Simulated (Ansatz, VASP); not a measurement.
**One calculation of Ru, two programs**

File INCAR:

```
PREC = Accurate ; ENCUT = 600
EDIFF = 1E-6 ; ISMEAR = -1
SIGMA = 0.05 ; LREAL = False
LASPH = True ; NELM = 80
ALGO = Normal ; ISIF = 3
LWAVE = False ; LCHARG = False
GGA = PE ; IBRION = 2
NSW = 80 ; EDIFFG = -0.01
```

The input KPOINTS:

```
Automatic mesh
0
Gamma
  11 11 6
```

Contents of POSCAR:

```
Ru
1.0
    2.7058000000      0.0000000000      0.0000000000
   -1.3529000000      2.3432915376      0.0000000000
    0.0000000000      0.0000000000      4.2819000000
Ru
2
Direct
    0.6666666667      0.3333333333      0.7500000000
    0.3333333333      0.6666666667      0.2500000000
```

input.yaml

```yaml
crystal:
  lattice:
    - [2.7058, 0.0, 0.0]
    - [-1.3529, 2.3432915376, 0.0]
    - [0.0, 0.0, 4.2819]
  atoms:
    - { symbol: Ru, position: [0.6666666667, 0.3333333333, 0.75] }
    - { symbol: Ru, position: [0.3333333333, 0.6666666667, 0.25] }
kpoints:
  mp_grid: { grid: [11, 11, 6] }
scf:
  occupations: { method: fermi_dirac, width: 0.05 }
hamiltonian:
  xc: pbe
  pseudopotentials: { kind: all_electron, lapw: { basis_error: 0.001 } }
output:
  forces: true
  stress: true
relax:
  f_tol: 0.01
  max_steps: 60
  cell: {}
```

Alike in both runs: task relaxation of cell and atoms; functional PBE; k mesh 11 × 11 × 6; occupations fermi-dirac, width 0.05 eV; no spin polarisation.

```csv
,VASP,Ansatz
version,VASP 6.6.1,Ansatz 0.2.0
potentials or method,"VASP PAW PBE potentials, release 64 (Ru_pv), cutoff 600 eV","all-electron LAPW, scalar-relativistic"
```

Ansatz gave:

* relaxed volume (Å³/atom): 13.77
* relaxed length of the cell vector where the two differ most in proportion (Å): 2.719

Task: Which values does VASP return?

Result: Relaxed volume (Å³/atom): 13.76; relaxed length of the cell vector where the two differ most in proportion (Å): 2.719.

Ansatz ran all-electron here, and VASP with PAW potentials.
